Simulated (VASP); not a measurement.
# WI (F-43m) in VASP: a series of runs

Runs on WI. Level: PBE. Tasks: single point.

Everything below comes from runs of VASP 6.6.1. Logs are shortened: lines on timing, memory, paths and dates and some standing lists are left out, and cuts for length are marked.

## Step 1: The cell of the first run

It takes space group F-43m (No. 216, cubic). The conventional cell has a = 6.394 Å, b = 6.394 Å, c = 6.394 Å, α = 90.00°, β = 90.00°, γ = 90.00°. W (site symmetry -43m) has 4 I at 2.77 Å within 3.6 Å. Within 3.6 Å of I (site symmetry -43m) lie 4 W at 2.77 Å.

## Step 2: Single point, PBE

INCAR reads:

```
SYSTEM = WI
  PREC = Accurate
  ENCUT = 520
  EDIFF = 1E-7
  ISMEAR = 0
  SIGMA = 0.1
  LREAL = .False.
  LASPH = .True.
  NELM = 60
  ALGO = Normal
  ISIF = 2
  LWAVE = .False.
  LCHARG = .False.
  GGA = PE
  NBANDS = 18
```

KPOINTS reads:

```
Automatic mesh
0
Gamma
  6 6 6
  0 0 0
```

POSCAR reads:

```
WI
1.0
    0.0000000000      3.1971494245      3.1971494245
    3.1971494245      0.0000000000      3.1971494245
    3.1971494245      3.1971494245      0.0000000000
W I
1 1
Direct
    0.0000000000      0.0000000000      0.0000000000
    0.7500000000      0.7500000000      0.7500000000
```

Potentials or basis: VASP PAW PBE potentials, release 64 (W_sv, I).

Run with:

```console
$ cat potpaw_PBE.64/W_sv/POTCAR potpaw_PBE.64/I/POTCAR > POTCAR
$ mpirun -np 1 vasp_std > vasp.out
```

OUTCAR:

```text
SYSTEM = WI
   PREC = Accurate
   ENCUT = 520
   EDIFF = 1E-7
   ISMEAR = 0
   LREAL = .False.
   LASPH = .True.
   NELM = 60
   ISIF = 2
   GGA = PE

 ion  position               nearest neighbor table
   1  0.000  0.000  0.000-   2 2.77   2 2.77   2 2.77   2 2.77
   2  0.750  0.750  0.750-   1 2.77   1 2.77   1 2.77   1 2.77

  LATTYP: Found a face centered cubic cell.
 ALAT       =     6.3942988490

  Lattice vectors:

 A1 = (   0.0000000000,   3.1971494245,   3.1971494245)
 A2 = (   3.1971494245,   0.0000000000,   3.1971494245)
 A3 = (   3.1971494245,   3.1971494245,   0.0000000000)

Analysis of symmetry for initial positions (statically):
=====================================================================
 Subroutine PRICEL returns:
 Original cell was already a primitive cell.

 Routine SETGRP: Setting up the symmetry group for a
 face centered cubic supercell.

 Subroutine GETGRP returns: Found 24 space group operations
 (whereof 24 operations were pure point group operations)
 out of a pool of 48 trial point group operations.

The static configuration has the point symmetry T_d .

Analysis of symmetry for dynamics (positions and initial velocities):
=====================================================================
 Subroutine PRICEL returns:
 Original cell was already a primitive cell.

 Routine SETGRP: Setting up the symmetry group for a
 face centered cubic supercell.

 Subroutine GETGRP returns: Found 24 space group operations
 (whereof 24 operations were pure point group operations)
 out of a pool of 48 trial point group operations.

The dynamic configuration has the point symmetry T_d .

 Subroutine INISYM returns: Found 24 space group operations
 (whereof 24 operations are pure point group operations),
 and found     1 'primitive' translations

----------------------------------------------------------------------------------------

                                     Primitive cell

  volume of cell :      65.3610

  direct lattice vectors                    reciprocal lattice vectors
     0.000000000  3.197149425  3.197149425    -0.156389312  0.156389312  0.156389312
     3.197149425  0.000000000  3.197149425     0.156389312 -0.156389312  0.156389312
     3.197149425  3.197149425  0.000000000     0.156389312  0.156389312 -0.156389312

  length of vectors
     4.521452077  4.521452077  4.521452077     0.270874235  0.270874235  0.270874235

  position of ions in fractional coordinates (direct lattice)
[... 69 lines left out ...]
   NELM   =     60;   NELMIN=  2; NELMDL= -5     # of ELM steps
   EDIFF  = 0.1E-06   stopping-criterion for ELM
   LREAL  =      F    real-space projection
   EDIFFG = 0.1E-05   stopping-criterion for IOM
   NSW    =      0    number of steps for IOM
   IBRION =     -1    ionic relax: 0-MD 1-quasi-New 2-CG
   NFREE  =      0    steps in history (QN), initial steepest desc. (CG)
   ISIF   =      2    stress and relaxation
   ISYM   =      2    0-nonsym 1-usesym 2-fastsym
   POTIM  = 0.5000    time-step for ionic-motion
   TEBEG  =    0.0;   TEEND  =   0.0 temperature during run
   PSTRESS=    0.0 pullay stress
   NELECT =      21.0000    total number of electrons
   NUPDOWN=      -1.0000    fix difference up-down
   EMIN   =  10.00;   EMAX   =-10.00  energy-range for DOS
   EFERMI =   0.00;   METHOD = LEGACY
   ISMEAR =     0;   SIGMA  =   0.10  broadening in eV -4-tet -1-fermi 0-gaus
   EFERMI_NEDOS =   21; number of points for ismear=-14 and -15
   IALGO  =     38    algorithm
   IMIX   =      4    mixing-type and parameters
     AMIX     =   0.40;   BMIX     =  1.00
     AMIX_MAG =   1.60;   BMIX_MAG =  1.00
  volume/ion in A,a.u.               =      32.68       220.54
  Fermi-wavevector in a.u.,A,eV,Ry     =   1.121265  2.118884 17.105728  1.257236
  Thomas-Fermi vector in A             =   2.257917
   LORBIT       =      0    0 simple, 1 ext, 2 COOP (PROOUT), +10 PAW based schemes
   GGA     = PE    functional components
   LHFCALC =     F    Hartree Fock is set to
   AEXX    =    0.0000 exact exchange contribution
   IVDW    =     0    specifies the selected vdW correction
   LEPSILON=     F    determine dielectric tensor
   LRPA    =     F    only Hartree local field effects (RPA)
 non-spin polarized calculation
 Gauss-broadening in eV      SIGMA  =   0.10
  energy-cutoff  :      520.00
  volume of cell :       65.36
 maximum number of plane-waves:      1807
 NGX is ok and might be reduce to    36
   NGX = 17   NGY = 17   NGZ = 17

 number of electron      21.0000000 magnetization

 Free energy of the ion-electron system (eV)
  ---------------------------------------------------
  ext. energy  EPLUGINS =         0.00000000
  ---------------------------------------------------
  free energy    TOTEN  =        -9.93993642 eV

  energy without entropy =       -9.91703499  energy(sigma->0) =       -9.92848570

 E-fermi :   5.4644     XC(G=0):  -9.2853

 val. band max:        5.4349145311   @ k =   0.5000   0.3333   0.0000
 cond. band min:       5.4845495518   @ k =   0.3333   0.3333   0.0000
 fundamental gap:      0.0496350207
 Fermi energy:         5.4644323839

 k-point     1 :       0.0000    0.0000    0.0000
  band No.  band energies     occupation
      1     -68.3851      2.00000
      2     -32.6282      2.00000
      3     -32.6282      2.00000
      4     -32.6282      2.00000
      5      -9.7326      2.00000
      6       0.3080      2.00000
[... 313 lines left out ...]
      5      -9.2205      2.00000
      6      -0.7871      2.00000
[... 10 lines left out ...]
     17      12.2593      0.00000
     18      14.9705      0.00000

------------------------ aborting loop because EDIFF is reached ----------------------------------------

  FORCE on cell =-STRESS in cart. coord.  units (eV):
  Direction    XX          YY          ZZ          XY          YZ          ZX
  --------------------------------------------------------------------------------------
  -------------------------------------------------------------------------------------
  Total       -4.2420162     -4.2420162     -4.2420162      0.0000000      0.0000000      0.0000000
  in kB     -103.9834232   -103.9834232   -103.9834232      0.0000000      0.0000000      0.0000000
  external PRESSURE =    -103.9834232 kB  Pullay stress =       0.0000000 kB

 VOLUME and BASIS-vectors are now :
 -----------------------------------------------------------------------------
  energy-cutoff  :      520.00
  volume of cell :       65.36
      direct lattice vectors                 reciprocal lattice vectors
     0.000000000  3.197149425  3.197149425    -0.156389312  0.156389312  0.156389312
     3.197149425  0.000000000  3.197149425     0.156389312 -0.156389312  0.156389312
     3.197149425  3.197149425  0.000000000     0.156389312  0.156389312 -0.156389312

 POSITION                                       TOTAL-FORCE (eV/Angst)
 -----------------------------------------------------------------------------------
      0.00000      0.00000      0.00000        -0.000000      0.000000     -0.000000
      4.79572      4.79572      4.79572         0.000000     -0.000000      0.000000
 -----------------------------------------------------------------------------------
    total drift:                               -0.000000     -0.000000     -0.000000

  FREE ENERGIE OF THE ION-ELECTRON SYSTEM (eV)
  ---------------------------------------------------
  free  energy   TOTEN  =        -9.9399364223 eV

  energy  without entropy=       -9.9170349870  energy(sigma->0) =       -9.92848570
```

OSZICAR:

```text
N       E                     dE             d eps       ncg     rms          rms(c)
DAV:   1     0.143957400772E+03    0.14396E+03   -0.97811E+03   592   0.107E+03
DAV:   2    -0.399374641120E+01   -0.14795E+03   -0.14469E+03   690   0.286E+02
DAV:   3    -0.996695014042E+01   -0.59732E+01   -0.58964E+01   692   0.535E+01
DAV:   4    -0.100785373519E+02   -0.11159E+00   -0.11152E+00   760   0.751E+00
DAV:   5    -0.100795050317E+02   -0.96768E-03   -0.96766E-03   650   0.653E-01    0.928E+00
DAV:   6    -0.995984990216E+01    0.11966E+00   -0.33978E-01   618   0.383E+00    0.424E+00
DAV:   7    -0.993925396007E+01    0.20596E-01   -0.37442E-02   598   0.121E+00    0.125E+00
DAV:   8    -0.993954096261E+01   -0.28700E-03   -0.10119E-02   640   0.638E-01    0.372E-01
DAV:   9    -0.993986000203E+01   -0.31904E-03   -0.12488E-03   620   0.248E-01    0.874E-02
DAV:  10    -0.993992603774E+01   -0.66036E-04   -0.77970E-05   674   0.587E-02    0.289E-02
DAV:  11    -0.993993636057E+01   -0.10323E-04   -0.14374E-05   608   0.218E-02    0.700E-03
DAV:  12    -0.993993642232E+01   -0.61750E-07   -0.82839E-07   666   0.509E-03
   1 F= -.99399364E+01 E0= -.99284857E+01  d E =-.229014E-01
```

stdout:

```text
POSCAR found type information on POSCAR W I
 POSCAR found :  2 types and       2 ions
 scaLAPACK will be used
 LDA part: xc-table for (Slater+PW92), standard interpolation
 POSCAR, INCAR and KPOINTS ok, starting setup
 FFT: planning ... GRIDC
 FFT: planning ... GRID_SOFT
 FFT: planning ... GRID
 WAVECAR not read
 entering main loop
```

Wall time 16 s (1 thread of Intel Xeon Platinum 8375C at 2.90GHz (Ice Lake), shared host); peak memory 0.2 GiB.

What came out:

| Quantity | Value |
| --- | --- |
| Free energy | -9.9399 eV |
| Pressure | -10.4 GPa |

Caveat: spin-orbit coupling is left out, which moves the levels of the heavy elements; an odd number of electrons without spin polarisation forces a metal; a magnetic or distorted state may lie lower.

## Step 3: Single point, PBE

This run uses another cell than the first one, of 27.80 Å³/atom, 0.851 times its volume.

INCAR reads:

```
PREC     = Accurate       # precision mode
ENCUT    = 520            # plane-wave cutoff, eV
EDIFF    = 1E-7           # SCF threshold, eV
ISMEAR   = 0              # smearing method
SIGMA    = 0.1            # smearing width, eV
LREAL    = F              # projectors in reciprocal space
LASPH    = T              # aspherical terms in the spheres
NELM     = 80             # most SCF steps
ALGO     = Normal         # electronic algorithm
ISIF     = 2              # what is computed and relaxed
LWAVE    = F              # write WAVECAR
LCHARG   = T              # write CHGCAR
GGA      = PE             # functional
LELF     = T              # ELF
LVHAR    = T            
NBANDS   = 18             # bands
```

KPOINTS reads:

```
Automatic mesh
0
Gamma
  16 16 16
```

POSCAR reads:

```
WI
1.0
    0.0000000000      3.0294351451      3.0294351451
    3.0294351451      0.0000000000      3.0294351451
    3.0294351451      3.0294351451      0.0000000000
W I
1 1
Direct
    0.0000000000      0.0000000000      0.0000000000
    0.2500000000      0.2500000000      0.2500000000
```

Potentials or basis: VASP PAW PBE potentials, release 64 (W_sv, I).

Run with:

```console
$ cat potpaw_PBE.64/W_sv/POTCAR potpaw_PBE.64/I/POTCAR > POTCAR
$ mpirun -np 1 vasp_std > vasp.out
```

Run time: 74 s. Hardware: 1 thread of Intel Xeon Platinum 8375C at 2.90GHz (Ice Lake), shared host; peak memory 0.28 GiB.

Results (log left out):

| Quantity | Value |
| --- | --- |
| Free energy | -10.2921 eV |
| Pressure | -0.1 GPa |

Levels at points of the mesh, in eV from the Fermi level:
```csv
k point,band 8,band 9,band 10,band 11,band 12,band 13
"(0.00, 0.00, 0.00)",-5.56,-0.50,-0.50,0.15,3.58,3.58
"(0.50, 0.00, 0.00)",-5.32,-0.45,-0.26,-0.26,1.59,1.59
"(0.50, 0.50, 0.00)",-5.03,-1.54,-0.85,0.22,0.50,0.50
```

Caveat: spin-orbit coupling is left out, which moves the levels of the heavy elements; an odd number of electrons without spin polarisation forces a metal; a magnetic or distorted state may lie lower.

## Step 4: Single point, PBE

This run uses another cell than the first one, of 27.80 Å³/atom, 0.851 times its volume.

INCAR reads:

```
SYSTEM = WI
PREC     = Accurate       ! precision mode
ENCUT    = 520            ! plane-wave cutoff, eV
EDIFF    = 1E-7           ! SCF threshold, eV
ISMEAR   = 0              ! smearing method
SIGMA    = 0.1            ! smearing width, eV
LREAL    = .FALSE.        ! projectors in reciprocal space
LASPH    = .TRUE.         ! aspherical terms in the spheres
NELM     = 100            ! most SCF steps
ALGO     = Normal         ! electronic algorithm
ISIF     = 2              ! what is computed and relaxed
LWAVE    = .FALSE.        ! write WAVECAR
LCHARG   = .FALSE.        ! write CHGCAR
GGA      = PE             ! functional
NBANDS   = 18             ! bands
```

KPOINTS reads:

```
regular mesh
0
G
  16 16 16
  0 0 0
```

POSCAR reads:

```
WI
1.0
    0.0000000000      3.0294358865      3.0294358865
    3.0294358865      0.0000000000      3.0294358865
    3.0294358865      3.0294358865      0.0000000000
W I
1 1
Direct
    0.0000000000      0.0000000000      0.0000000000
    0.2500000000      0.2500000000      0.2500000000
```

Run with:

```console
$ cat potpaw_PBE.64/W_sv/POTCAR potpaw_PBE.64/I/POTCAR > POTCAR
$ mpirun -np 1 vasp_std > vasp.out
```

Run time: 60 s. Hardware: 1 thread of Intel Xeon Platinum 8375C at 2.90GHz (Ice Lake), shared host; peak memory 0.28 GiB.

It converged, with:

```
Free energy : -10.2921 eV
Pressure    : -0.1 GPa
```

Levels at points of the mesh, in eV from the Fermi level:
```tsv
k point	band 6	band 7	band 8	band 9	band 10	band 11	band 12	band 13	band 14	band 15
(0.00, 0.00, 0.00)	-5.56	-5.56	-5.56	-0.50	-0.50	0.15	3.58	3.58	3.58	5.39
(0.50, 0.00, 0.00)	-6.82	-5.32	-5.32	-0.45	-0.26	-0.26	1.59	1.59	2.30	7.14
(0.50, 0.50, 0.00)	-7.13	-5.03	-5.03	-1.54	-0.85	0.22	0.50	0.50	5.13	5.62
```

Caveat: spin-orbit coupling is left out, which moves the levels of the heavy elements; an odd number of electrons without spin polarisation forces a metal; a magnetic or distorted state may lie lower.
